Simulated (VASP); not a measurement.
Wanted: the native input for a VASP 6.6.1 run.

```
Task                   : relaxation of the atoms
Functional             : PBE
Potentials or basis    : VASP PAW PBE potentials, release 64 (P, C, Ba_sv)
Cutoff                 : 520 eV
k mesh                 : 7 × 7 × 7
Occupations            : fermi-dirac, width 0.1 eV
Spin                   : no spin polarisation
Dipole correction      : no
Further INCAR settings : ALGO = Normal; EDIFF = 1e-07; IBRION = 2; EDIFFG = -0.03; NSW = 80
```

The structure of BaP2C2 lies in POSCAR:

```
BaP2C2
1.0
    0.0000000000      3.7172010000      0.0000000000
    3.7172010000      0.0000000000      0.0000000000
    1.8586010000      1.8586010000     -5.9215220000
P C Ba
2 2 1
Direct
    0.3523000000      0.3523000000      0.2954000000
    0.6477000000      0.6477000000      0.7046000000
    0.7500000000      0.2500000000      0.5000000000
    0.2500000000      0.7500000000      0.5000000000
    0.0000000000      0.0000000000      0.0000000000
```

The input as run:

INCAR

```
PREC     = Accurate       # precision mode
ENCUT    = 520            # plane-wave cutoff, eV
EDIFF    = 1E-7           # SCF threshold, eV
ISMEAR   = -1             # smearing method
SIGMA    = 0.1            # smearing width, eV
LREAL    = False          # projectors in reciprocal space
LASPH    = True           # aspherical terms in the spheres
NELM     = 120            # most SCF steps
ALGO     = Normal         # electronic algorithm
ISIF     = 2              # what is computed and relaxed
LWAVE    = False          # write WAVECAR
LCHARG   = False          # write CHGCAR
GGA      = PE             # functional
IBRION   = 2              # ionic algorithm
NSW      = 80             # ionic steps
EDIFFG   = -0.03          # ionic threshold
GGA_COMPAT= False        
NELMIN   = 4
```

KPOINTS

```
regular mesh
0
Gamma
  7 7 7
```

Potentials or basis: VASP PAW PBE potentials, release 64 (P, C, Ba_sv).

Launch:

```bash
$ cat potpaw_PBE.64/P/POTCAR potpaw_PBE.64/C/POTCAR potpaw_PBE.64/Ba_sv/POTCAR > POTCAR
$ mpirun -np 1 vasp_std > vasp.out
```

Results of the run:

```
Energy gained by relaxing    : 683.6 meV/atom
Ionic steps                  : 5
Pressure after relaxing      : -1.7 GPa
Largest force after relaxing : 0.028 eV/Å
Band gap on the k mesh       : zero (band 14 reaches 6.94 eV, above the bottom of band 15 at 5.57 eV)
```

Caveat: spin-orbit coupling is left out, which moves the levels of the heavy elements.

Wall time 3.3 min on 1 thread of Intel(R) Xeon(R) Platinum 8488C (Sapphire Rapids), on a shared host, peak memory 0.23 GiB.
